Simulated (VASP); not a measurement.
A run of VASP 6.6.1 is set up as follows.

POSCAR

```
MgO
1.0
    0.0000000000      2.1069344612      2.1069344612
    2.1069344612      0.0000000000      2.1069344612
    2.1069344612      2.1069344612      0.0000000000
Mg O
1 1
Direct
    0.0000000000      0.0000000000      0.0000000000
    0.5000000000      0.5000000000      0.5000000000
```

File INCAR.step1:

```
PREC     = Accurate       # precision mode
ENCUT    = 600            # plane-wave cutoff, eV
ISMEAR   = -1             # smearing method
SIGMA    = 0.03           # smearing width, eV
LREAL    = F              # projectors in reciprocal space
LASPH    = T              # aspherical terms in the spheres
NELM     = 60             # most SCF steps
GGA      = PE             # functional
ALGO     = Normal         # electronic algorithm
EDIFF    = 1E-4           # SCF threshold, eV
LWAVE    = T              # write WAVECAR
LCHARG   = F              # write CHGCAR
```

File INCAR.step2:

```
PREC     = Accurate       # precision mode
ENCUT    = 600            # plane-wave cutoff, eV
EDIFF    = 1E-6           # SCF threshold, eV
ISMEAR   = -1             # smearing method
SIGMA    = 0.03           # smearing width, eV
LREAL    = F              # projectors in reciprocal space
LASPH    = T              # aspherical terms in the spheres
NELM     = 60             # most SCF steps
ALGO     = Normal         # electronic algorithm
ISIF     = 3              # what is computed and relaxed
LWAVE    = F              # write WAVECAR
LCHARG   = F              # write CHGCAR
METAGGA  = R2SCAN         # meta-GGA
LMIXTAU  = T            
LUSE_VDW = T            
IVDW_NL  = 2            
BPARAM   = 11.95        
CPARAM   = 0.0093       
IBRION   = 2              # ionic algorithm
NSW      = 100            # ionic steps
EDIFFG   = -0.01          # ionic threshold
ISTART   = 1
```

The input KPOINTS:

```
Automatic mesh
0
Gamma
  10 10 10
```

Potentials or basis: VASP PAW PBE potentials, release 64 (Mg, O).

The run is started by

```console
$ cat potpaw_PBE.64/Mg/POTCAR potpaw_PBE.64/O/POTCAR > POTCAR
$ cp INCAR.step1 INCAR
$ mpirun -np 1 vasp_std > vasp.out
$ cp INCAR.step2 INCAR
$ mpirun -np 1 vasp_std > vasp.out
```

Problem. Predict the relaxed cell.

Solution. a = 2.959 Å, b = 2.959 Å, c = 2.959 Å, α = 60.00°, β = 60.00°, γ = 60.00°.

Problem. What does it give for the relaxed volume?

Solution. 9.16 Å³/atom.

Problem. What does it give for the band gap on the k mesh?

Solution. 5.76 eV.

The path:
```
step  energy change (eV)  largest force (eV/Å)  pressure (GPa)  volume (Å³)
   1              0.0000                0.0000           -3.46        18.71
   2             -0.0035                0.0000            1.50        18.16
   3             -0.0043                0.0000            0.01        18.32
```

Caveat: the PAW data sets were made with another functional, which shifts forces and pressure a little.
